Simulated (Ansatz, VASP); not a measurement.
One calculation of Bi2Te3, two programs

File INCAR:

```
PREC     = Accurate       # precision mode
ENCUT    = 520            # plane-wave cutoff, eV
EDIFF    = 1E-7           # SCF threshold, eV
ISMEAR   = -1             # smearing method
SIGMA    = 0.1            # smearing width, eV
LREAL    = F              # projectors in reciprocal space
LASPH    = T              # aspherical terms in the spheres
NELM     = 100            # most SCF steps
ALGO     = Normal         # electronic algorithm
ISIF     = 2              # what is computed and relaxed
LWAVE    = F              # write WAVECAR
LCHARG   = F              # write CHGCAR
GGA      = PE             # functional
NBANDS   = 32             # bands
```

The input KPOINTS:

```
Automatic mesh
0
Gamma
  6 6 6
```

File POSCAR:

```
Bi2Te3
1.0
    2.1936774057      1.2665201717      9.8799088342
   -2.1936774057      1.2665201717      9.8799088342
    0.0000000000     -2.5330403434      9.8799088342
Bi Te
2 3
Direct
    0.1880000000      0.1880000000      0.1880000000
    0.5980000000      0.5980000000      0.5980000000
    0.3890000000      0.3890000000      0.3890000000
    0.8000000000      0.8000000000      0.8000000000
    0.0000000000      0.0000000000      0.0000000000
```

Input for Ansatz:

```yaml
crystal:
  lattice:
    - [2.193677405735615, 1.2665201716778611, 9.879908834175255]
    - [-2.193677405735615, 1.2665201716778611, 9.879908834175255]
    - [0.0, -2.5330403433557223, 9.879908834175255]
  atoms:
    - { symbol: Bi, position: [0.188, 0.188, 0.188] }
    - { symbol: Bi, position: [0.598, 0.598, 0.598] }
    - { symbol: Te, position: [0.389, 0.389, 0.389] }
    - { symbol: Te, position: [0.8, 0.8, 0.8] }
    - { symbol: Te, position: [0.0, 0.0, 0.0] }
basis:
  ecutwfc: 500.0
kpoints:
  mp_grid:
    grid: [6, 6, 6]
hamiltonian:
  xc: pbe
scf:
  occupations:
    method: fermi_dirac
    width: 0.1
output:
  stress: true
```

Alike in both runs: task single point; functional PBE; k mesh 6 × 6 × 6; occupations fermi-dirac, width 0.1 eV; no spin polarisation.

```csv
,VASP,Ansatz
version,VASP 6.6.1,Ansatz 0.2.0
potentials or method,"VASP PAW PBE potentials, release 64 (Bi_d, Te), cutoff 520 eV","plane waves, PAW"
valence electrons in the cell,48,78
```

```csv
,VASP,Ansatz,Ansatz less VASP
pressure (GPa),2.8,2.8,+0.03
"traceless stress, the component that is largest in VASP (GPa)",-0.69,-0.68,+0.013
```

VASP's potentials hold 48 valence electrons a cell and Ansatz's 78, so a difference there can come from the potentials and not from the codes.

Neither program's run includes spin-orbit coupling.
